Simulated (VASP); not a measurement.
# SiC (P6_3mc) in VASP: a series of runs

Runs on SiC. Level: PBEsol. Tasks: single point.

Everything below comes from runs of VASP 6.6.1. Logs are shortened: lines on timing, memory, paths and dates and some standing lists are left out, and cuts for length are marked.

## 1. The cell of the first run

The structure is hexagonal, space group P6_3mc (No. 186). Conventional cell: a = 3.150 Å, b = 3.150 Å, c = 10.613 Å, α = 90.00°, β = 90.00°, γ = 120.00°. Si (site symmetry 3m) has 4 C at 1.94 to 2.00 Å within 2.6 Å. Within 2.6 Å of Si (site symmetry 3m) lie 4 C at 1.93 to 1.99 Å. Within 2.6 Å of C (site symmetry 3m) lie 4 Si at 1.93 to 2.00 Å. C (site symmetry 3m) has 4 Si at 1.94 to 1.99 Å within 2.6 Å.

## 2. Single point, PBEsol

INCAR

```
SYSTEM = SiC
  PREC = Accurate
  ENCUT = 520
  EDIFF = 1E-7
  ISMEAR = 0
  SIGMA = 0.05
  LREAL = .FALSE.
  LASPH = .TRUE.
  NELM = 60
  ALGO = Normal
  ISIF = 2
  LWAVE = .FALSE.
  LCHARG = .FALSE.
  GGA = PS
  NBANDS = 26
```

KPOINTS

```
Automatic mesh
0
G
  12 12 4
  0 0 0
```

POSCAR

```
SiC
1.0
    3.1499000000      0.0000000000      0.0000000000
   -1.5749500000      2.7278934194      0.0000000000
    0.0000000000      0.0000000000     10.6132000000
Si C
4 4
Direct
    0.6666666667      0.3333333333      0.9378278494
    0.3333333333      0.6666666667      0.4378278494
    0.0000000000      0.0000000000      0.6878973398
    0.0000000000      0.0000000000      0.1878973398
    0.6666666667      0.3333333333      0.7498191768
    0.3333333333      0.6666666667      0.2498191768
    0.0000000000      0.0000000000      0.5004546340
    0.0000000000      0.0000000000      0.0004546340
```

Potentials or basis: VASP PAW PBE potentials, release 64 (Si, C).

Started as:

```
cat potpaw_PBE.64/Si/POTCAR potpaw_PBE.64/C/POTCAR > POTCAR
mpirun -np 1 vasp_std > vasp.out
```

OUTCAR:

```text
SYSTEM = SiC
   PREC = Accurate
   ENCUT = 520
   EDIFF = 1E-7
   ISMEAR = 0
   LREAL = .FALSE.
   LASPH = .TRUE.
   NELM = 60
   ISIF = 2
   GGA = PS

 ion  position               nearest neighbor table
   1  0.667  0.333  0.938-   8 1.94   8 1.94   8 1.94   5 2.00
   2  0.333  0.667  0.438-   7 1.94   7 1.94   7 1.94   6 2.00
   3  0.000  0.000  0.688-   5 1.93   5 1.93   5 1.93   7 1.99
   4  0.000  0.000  0.188-   6 1.93   6 1.93   6 1.93   8 1.99
   5  0.667  0.333  0.750-   3 1.93   3 1.93   3 1.93   1 2.00
   6  0.333  0.667  0.250-   4 1.93   4 1.93   4 1.93   2 2.00
   7  0.000  0.000  0.500-   2 1.94   2 1.94   2 1.94   3 1.99
   8  0.000  0.000  0.000-   1 1.94   1 1.94   1 1.94   4 1.99

  LATTYP: Found a hexagonal cell.
 ALAT       =     3.1499000000
 C/A-ratio  =     3.3693768056

  Lattice vectors:

 A1 = (   3.1499000000,   0.0000000000,   0.0000000000)
 A2 = (  -1.5749500000,   2.7278934194,   0.0000000000)
 A3 = (   0.0000000000,   0.0000000000,  10.6132000000)

Analysis of symmetry for initial positions (statically):
=====================================================================
 Subroutine PRICEL returns:
 Original cell was already a primitive cell.

 Routine SETGRP: Setting up the symmetry group for a
 hexagonal supercell.

 Subroutine GETGRP returns: Found 12 space group operations
 (whereof  6 operations were pure point group operations)
 out of a pool of 24 trial point group operations.

The static configuration has the point symmetry C_3v.
 The point group associated with its full space group is C_6v.

Analysis of symmetry for dynamics (positions and initial velocities):
=====================================================================
 Subroutine PRICEL returns:
 Original cell was already a primitive cell.

 Routine SETGRP: Setting up the symmetry group for a
 hexagonal supercell.

 Subroutine GETGRP returns: Found 12 space group operations
 (whereof  6 operations were pure point group operations)
 out of a pool of 24 trial point group operations.

The dynamic configuration has the point symmetry C_3v.
 The point group associated with its full space group is C_6v.

 Subroutine INISYM returns: Found 12 space group operations
 (whereof  6 operations are pure point group operations),
 and found     1 'primitive' translations

----------------------------------------------------------------------------------------

                                     Primitive cell
[... 103 lines left out ...]
   EDIFF  = 0.1E-06   stopping-criterion for ELM
   LREAL  =      F    real-space projection
   EDIFFG = 0.1E-05   stopping-criterion for IOM
   NSW    =      0    number of steps for IOM
   IBRION =     -1    ionic relax: 0-MD 1-quasi-New 2-CG
   NFREE  =      0    steps in history (QN), initial steepest desc. (CG)
   ISIF   =      2    stress and relaxation
   ISYM   =      2    0-nonsym 1-usesym 2-fastsym
   POTIM  = 0.5000    time-step for ionic-motion
   TEBEG  =    0.0;   TEEND  =   0.0 temperature during run
   PSTRESS=    0.0 pullay stress
   NELECT =      32.0000    total number of electrons
   NUPDOWN=      -1.0000    fix difference up-down
   EMIN   =  10.00;   EMAX   =-10.00  energy-range for DOS
   EFERMI =   0.00;   METHOD = LEGACY
   ISMEAR =     0;   SIGMA  =   0.05  broadening in eV -4-tet -1-fermi 0-gaus
   EFERMI_NEDOS =   21; number of points for ismear=-14 and -15
   IALGO  =     38    algorithm
   IMIX   =      4    mixing-type and parameters
     AMIX     =   0.40;   BMIX     =  1.00
     AMIX_MAG =   1.60;   BMIX_MAG =  1.00
  volume/ion in A,a.u.               =      11.40        76.93
  Fermi-wavevector in a.u.,A,eV,Ry     =   1.154697  2.182061 18.140986  1.333325
  Thomas-Fermi vector in A             =   2.291331
   LORBIT       =      0    0 simple, 1 ext, 2 COOP (PROOUT), +10 PAW based schemes
   GGA     = PS    functional components
   LHFCALC =     F    Hartree Fock is set to
   AEXX    =    0.0000 exact exchange contribution
   IVDW    =     0    specifies the selected vdW correction
   LEPSILON=     F    determine dielectric tensor
   LRPA    =     F    only Hartree local field effects (RPA)
 non-spin polarized calculation
 Gauss-broadening in eV      SIGMA  =   0.05
  energy-cutoff  :      520.00
  volume of cell :       91.19
 maximum number of plane-waves:      2472
 NGX is ok and might be reduce to    24
   NGX = 11   NGY = 11   NGZ = 39

 number of electron      32.0000004 magnetization

 Free energy of the ion-electron system (eV)
  ---------------------------------------------------
  ext. energy  EPLUGINS =         0.00000000
  ---------------------------------------------------
  free energy    TOTEN  =       -63.10835379 eV

  energy without entropy =      -63.10835379  energy(sigma->0) =      -63.10835379

 E-fermi :   7.3182     XC(G=0): -11.0902

 val. band max:        7.1025992849   @ k =   0.0000   0.0000   0.0000
 cond. band min:       9.0571494035   @ k =   0.5000   0.0000   0.0000
 fundamental gap:      1.9545501187
 Fermi energy:         7.3182336524

 k-point     1 :       0.0000    0.0000    0.0000
  band No.  band energies     occupation
      1      -7.6897      2.00000
      2      -6.6459      2.00000
      3      -6.6265      2.00000
      4      -4.6515      2.00000
      5      -1.1067      2.00000
      6       2.6481      2.00000
[... 685 lines left out ...]
     25      14.8418      0.00000
     26      15.6381      0.00000

 [... further k-points ...]
[... 5 lines left out ...]
  --------------------------------------------------------------------------------------
  -------------------------------------------------------------------------------------
  Total       -7.6904637     -7.6904637    -14.4162963      0.0000000      0.0000000      0.0000000
  in kB     -135.1115879   -135.1115879   -253.2758427      0.0000000      0.0000000      0.0000000
  external PRESSURE =    -174.4996728 kB  Pullay stress =       0.0000000 kB

 VOLUME and BASIS-vectors are now :
 -----------------------------------------------------------------------------
  energy-cutoff  :      520.00
  volume of cell :       91.19
      direct lattice vectors                 reciprocal lattice vectors
     3.149900000  0.000000000  0.000000000     0.317470396  0.183291619  0.000000000
    -1.574950000  2.727893419  0.000000000     0.000000000  0.366583237  0.000000000
     0.000000000  0.000000000 10.613200000     0.000000000  0.000000000  0.094222289

 POSITION                                       TOTAL-FORCE (eV/Angst)
 -----------------------------------------------------------------------------------
      1.57495      0.90930      9.95335         0.000000     -0.000000     -0.055992
     -0.00000      1.81860      4.64675        -0.000000      0.000000     -0.055992
      0.00000      0.00000      7.30079         0.000000     -0.000000     -0.118513
      0.00000      0.00000      1.99419         0.000000      0.000000     -0.118513
      1.57495      0.90930      7.95798        -0.000000     -0.000000      0.092449
     -0.00000      1.81860      2.65138        -0.000000     -0.000000      0.092449
      0.00000      0.00000      5.31143         0.000000     -0.000000      0.082055
      0.00000      0.00000      0.00483         0.000000     -0.000000      0.082055
 -----------------------------------------------------------------------------------
    total drift:                               -0.000000     -0.000000      0.000117

  FREE ENERGIE OF THE ION-ELECTRON SYSTEM (eV)
  ---------------------------------------------------
  free  energy   TOTEN  =       -63.1083537933 eV

  energy  without entropy=      -63.1083537933  energy(sigma->0) =      -63.10835379
```

OSZICAR:

```text
N       E                     dE             d eps       ncg     rms          rms(c)
DAV:   1     0.639775863787E+02    0.63978E+02   -0.14097E+04  2964   0.110E+03
DAV:   2    -0.621323178282E+02   -0.12611E+03   -0.11674E+03  3932   0.183E+02
DAV:   3    -0.691985720619E+02   -0.70663E+01   -0.70094E+01  4062   0.403E+01
DAV:   4    -0.693005669979E+02   -0.10199E+00   -0.10181E+00  3904   0.560E+00
DAV:   5    -0.693025499293E+02   -0.19829E-02   -0.19818E-02  3900   0.743E-01    0.156E+01
DAV:   6    -0.632910381051E+02    0.60115E+01   -0.16703E+01  3800   0.173E+01    0.703E+00
DAV:   7    -0.631660324389E+02    0.12501E+00   -0.16113E+00  4124   0.564E+00    0.306E+00
DAV:   8    -0.631149148064E+02    0.51118E-01   -0.95062E-02  3610   0.148E+00    0.921E-01
DAV:   9    -0.631080699232E+02    0.68449E-02   -0.13771E-02  3766   0.607E-01    0.154E-01
DAV:  10    -0.631083355906E+02   -0.26567E-03   -0.12098E-03  3720   0.170E-01    0.769E-02
DAV:  11    -0.631083539997E+02   -0.18409E-04   -0.13439E-04  3776   0.655E-02    0.145E-02
DAV:  12    -0.631083533847E+02    0.61495E-06   -0.83911E-06  3792   0.159E-02    0.587E-03
DAV:  13    -0.631083537767E+02   -0.39191E-06   -0.10422E-06  3862   0.509E-03    0.251E-03
DAV:  14    -0.631083537933E+02   -0.16696E-07   -0.92339E-08  2240   0.173E-03
   1 F= -.63108354E+02 E0= -.63108354E+02  d E =-.819434E-12
```

It took 100 s on 1 thread of Intel Xeon Platinum 8488C (Sapphire Rapids), shared host; peak memory 0.25 GiB.

What came out:

```yaml
Free_energy: -63.1084 eV
Pressure: -17.4 GPa
Largest_force: 0.119 eV/Å
Band_gap_on_the_k_mesh: 1.95 eV, indirect (least direct gap 3.13 eV)
```

Forces on the atoms (eV/Å):
```
Si   0.000  0.000 -0.056
Si   0.000  0.000 -0.056
Si   0.000  0.000 -0.119
Si   0.000  0.000 -0.119
C    0.000  0.000  0.092
C    0.000  0.000  0.092
C    0.000  0.000  0.082
C    0.000  0.000  0.082
```

Caveat: the PAW data sets were made with another functional, which shifts forces and pressure a little. A k mesh can miss the band edges.

## 3. Single point, PBEsol

This run uses another cell than the first one, of 11.52 Å³/atom, 1.010 times its volume.

INCAR

```
ALGO     = Normal         # electronic algorithm
EDIFF    = 1E-7           # SCF threshold, eV
ENCUT    = 520            # plane-wave cutoff, eV
GGA      = PS             # functional
ISIF     = 2              # what is computed and relaxed
ISMEAR   = 0              # smearing method
LASPH    = True           # aspherical terms in the spheres
LCHARG   = False          # write CHGCAR
LREAL    = False          # projectors in reciprocal space
LWAVE    = False          # write WAVECAR
NBANDS   = 26             # bands
NELM     = 100            # most SCF steps
PREC     = Accurate       # precision mode
SIGMA    = 0.05           # smearing width, eV
```

KPOINTS

```
k-points
0
Gamma
  12 12 4
```

POSCAR, as its differences from that of step 2:

```diff
@@ -2,5 +2,5 @@
 1.0
-    3.1499000000      0.0000000000      0.0000000000
-   -1.5749500000      2.7278934194      0.0000000000
-    0.0000000000      0.0000000000     10.6132000000
+    3.2935000000      0.0000000000      0.0000000000
+   -1.6467500000      2.8522546674      0.0000000000
+    0.0000000000      0.0000000000      9.8071000000
 Si C
```

Potentials or basis: VASP PAW PBE potentials, release 64 (Si, C).

Started as:

```
cat potpaw_PBE.64/Si/POTCAR potpaw_PBE.64/C/POTCAR > POTCAR
mpirun -np 1 vasp_std > vasp.out
```

Wall time 1.9 min (1 thread of Intel Xeon Platinum 8488C (Sapphire Rapids), shared host); peak memory 0.25 GiB.

The run converged. Its results:

- Free energy: -62.3076 eV
- Pressure: -16.9 GPa
- Largest force: 0.889 eV/Å
- Band gap on the k mesh: 1.57 eV, indirect (least direct gap 2.56 eV)

Forces in eV/Å, atoms in the order of the input:
```
Si   0.000  0.000  0.791
Si   0.000  0.000  0.791
Si   0.000  0.000  0.867
Si   0.000  0.000  0.867
C    0.000  0.000 -0.889
C    0.000  0.000 -0.889
C    0.000  0.000 -0.768
C    0.000  0.000 -0.768
```

Stress tensor (GPa, compression positive):
```
-31.10   0.00   0.00
  0.00 -31.10   0.00
  0.00   0.00  11.39
```

Levels at points of the mesh, in eV from the valence-band top:
| k point | band 14 | band 15 | band 16 | band 17 | band 18 | band 19 |
| --- | --- | --- | --- | --- | --- | --- |
| (0.00, 0.00, 0.00) | -0.19 | -0.19 | 0.00 | 2.75 | 3.52 | 4.33 |
| (0.50, 0.00, 0.00) | -1.81 | -1.37 | -0.99 | 1.57 | 2.09 | 3.40 |
| (0.00, 0.00, 0.50) | -0.48 | -0.48 | -0.48 | 3.02 | 3.02 | 4.68 |
| (0.50, 0.00, 0.50) | -2.37 | -1.56 | -1.56 | 1.97 | 1.97 | 3.95 |

Caveat: the PAW data sets were made with another functional, which shifts forces and pressure a little. A k mesh can miss the band edges.

## 4. Single point, PBEsol

This run uses another cell than the first one, of 11.62 Å³/atom, 1.020 times its volume.

INCAR, as its differences from that of step 3:

```diff
@@ -6,6 +6,8 @@
 ISMEAR   = 0              # smearing method
-LASPH    = True           # aspherical terms in the spheres
-LCHARG   = False          # write CHGCAR
-LREAL    = False          # projectors in reciprocal space
-LWAVE    = False          # write WAVECAR
+LASPH    = T              # aspherical terms in the spheres
+LCHARG   = T              # write CHGCAR
+LELF     = T              # ELF
+LREAL    = F              # projectors in reciprocal space
+LVHAR    = T            
+LWAVE    = F              # write WAVECAR
 NBANDS   = 26             # bands
```

KPOINTS is that of step 3.

POSCAR, as its differences from that of step 3:

```diff
@@ -2,5 +2,5 @@
 1.0
-    3.2935000000      0.0000000000      0.0000000000
-   -1.6467500000      2.8522546674      0.0000000000
-    0.0000000000      0.0000000000      9.8071000000
+    3.2217000000      0.0000000000      0.0000000000
+   -1.6108500000      2.7900740434      0.0000000000
+    0.0000000000      0.0000000000     10.3445000000
 Si C
```

Started as:

```
cat potpaw_PBE.64/Si/POTCAR potpaw_PBE.64/C/POTCAR > POTCAR
mpirun -np 1 vasp_std > vasp.out
```

Wall time 2.1 min (1 thread of Intel Xeon Platinum 8488C (Sapphire Rapids), shared host); peak memory 0.25 GiB.

The run converged. Its results:

```yaml
Free_energy: -62.9279 eV
Pressure: -20.4 GPa
Largest_force: 0.115 eV/Å
Band_gap_on_the_k_mesh: 2.05 eV, indirect (least direct gap 3.11 eV)
```

Forces on the atoms (eV/Å):
```
Si   0.000  0.000  0.111
Si   0.000  0.000  0.111
Si   0.000  0.000  0.085
Si   0.000  0.000  0.085
C    0.000  0.000 -0.115
C    0.000  0.000 -0.115
C    0.000  0.000 -0.081
C    0.000  0.000 -0.081
```

Stress tensor (GPa, compression positive):
```
-23.10   0.00   0.00
  0.00 -23.10   0.00
  0.00   0.00 -14.92
```

Levels at points of the mesh, in eV from the valence-band top:
```tsv
k point	band 14	band 15	band 16	band 17	band 18	band 19
(0.00, 0.00, 0.00)	-0.02	-0.02	0.00	3.79	4.40	4.94
(0.50, 0.00, 0.00)	-2.03	-1.46	-1.05	2.05	2.11	3.69
(0.00, 0.00, 0.50)	-0.24	-0.24	-0.24	4.01	4.01	5.35
(0.50, 0.00, 0.50)	-2.34	-1.48	-1.48	2.38	2.38	3.85
```

Caveat: the PAW data sets were made with another functional, which shifts forces and pressure a little.

## 5. The runs side by side

| cell | gap on the mesh (eV) | pressure (GPa) | largest force (eV/Å) |
| --- | --- | --- | --- |
| a = 3.150, b = 3.150, c = 10.613 Å, angles 90.0, 90.0, 120.0°, 8 atoms | 1.95 | -17.4 | 0.12 |
| a = 3.293, b = 3.294, c = 9.807 Å, angles 90.0, 90.0, 120.0°, 8 atoms | 1.57 | -16.9 | 0.89 |
| a = 3.222, b = 3.222, c = 10.345 Å, angles 90.0, 90.0, 120.0°, 8 atoms | 2.05 | -20.4 | 0.12 |

Alike in all rows: task single point; level PBEsol; potentials or basis VASP PAW PBE potentials, release 64 (Si, C); no spin polarisation; k mesh 12 × 12 × 4; cutoff (eV) 520; smearing gaussian 0.05 eV.

Caveats: the PAW data sets were made with another functional, which shifts forces and pressure a little.

Absolute energies hang on the potentials; compare differences alone.
